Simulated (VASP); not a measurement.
**SiO2: electric field gradients with r2SCAN**

The system is SiO2.

```
Si O
1.0
     7.30055    0.00000    0.00000
    -3.65028    6.32246    0.00000
     0.00000    0.00000    7.00512
Si O
6 12
Cartesian
  1.0980 4.8489 2.9188
  2.5523 1.4736 6.4214
  0.0000 2.9472 5.2538
  4.7482 1.4736 4.0863
  3.6503 3.3753 1.7513
  -1.0980 4.8489 0.5838
  3.0552 2.4511 0.5838
  -2.4928 4.3176 1.1675
  4.2453 2.4511 2.9188
  2.4928 4.3176 2.3350
  1.1575 2.0049 5.8376
  3.6503 1.4204 5.2538
  -0.5951 3.8714 6.4214
  2.3150 0.0000 0.0000
  -1.1575 2.0049 4.6701
  0.0000 4.9021 1.7513
  0.5951 3.8714 4.0863
  4.9855 0.0000 3.5026
```

* Program: VASP 6.6.1
* Task: electric field gradients
* Functional: r2SCAN
* Potentials or basis: VASP PAW PBE potentials, release 64 (Si, O)
* Cutoff: 520 eV
* k mesh: 4 × 4 × 3
* Occupations: fermi-dirac, width 0.02 eV
* Spin: no spin polarisation
* Dipole correction: no
* Further INCAR settings: LREAL = Auto; ALGO = Normal; EDIFF = 1e-08; NBANDS = 63

```
Pressure                                : 0.2 GPa
Largest force                           : 0.009 eV/Å
Band gap on the k mesh                  : 6.38 eV (least direct gap 6.52 eV)
Largest electric field gradient by atom : Si -4.1; O +94.4, +93.5 (each value once) V/Å²
```

Forces on the atoms (eV/Å):
```
Si   0.001  0.001  0.000
Si  -0.001 -0.001  0.000
Si   0.000 -0.002  0.000
Si   0.001 -0.001  0.000
Si   0.000  0.002  0.000
Si  -0.001  0.001  0.000
O    0.008 -0.005  0.000
O   -0.004  0.006  0.000
O   -0.008 -0.005  0.000
O    0.004  0.006  0.000
O   -0.004 -0.006  0.000
O    0.000  0.009  0.000
O    0.008  0.005  0.000
O   -0.007  0.000  0.000
O    0.004 -0.006  0.000
O    0.000 -0.009  0.000
O   -0.008  0.005  0.000
O    0.007  0.000  0.000
```

Stress tensor (GPa, compression positive):
```
0.16 0.00 0.00
0.00 0.16 0.00
0.00 0.00 0.27
```

Levels at points of the mesh, in eV from the valence-band top:
```
           k point  band 45  band 46  band 47  band 48  band 49  band 50  band 51  band 52
(0.00, 0.00, 0.00)    -0.31    -0.26    -0.14    -0.14     6.38     9.25     9.25     9.97
(0.50, 0.00, 0.00)    -0.36    -0.14    -0.03    -0.03     7.61     7.74     9.24     9.49
```

Electric field gradients, principal values (V/Å²):
```
atom    least   middle  greatest (by size)
1 Si    2.062    2.067              -4.128
2 Si    2.062    2.067              -4.128
3 Si    2.062    2.067              -4.128
4 Si    2.062    2.067              -4.128
5 Si    2.062    2.067              -4.128
6 Si    2.062    2.067              -4.128
 7 O  -46.815  -47.592              94.407
 8 O  -45.143  -48.327              93.470
 9 O  -46.820  -47.589              94.409
10 O  -45.148  -48.326              93.474
11 O  -45.148  -48.326              93.474
12 O  -46.820  -47.589              94.409
13 O  -46.820  -47.589              94.409
14 O  -45.143  -48.327              93.470
15 O  -45.143  -48.327              93.470
16 O  -46.820  -47.589              94.409
17 O  -46.815  -47.592              94.407
18 O  -45.143  -48.327              93.470
```

It took 12 min on 1 thread of AMD EPYC 9R45 96-Core Processor (Zen 5), on a shared host, peak memory 0.43 GiB.

Caveat: without QUAD_EFG the Cq values of the log hold for a quadrupole moment of 1 mb, not for the nuclei; the PAW data sets were made with another functional, which shifts forces and pressure a little. A k mesh can miss the band edges.
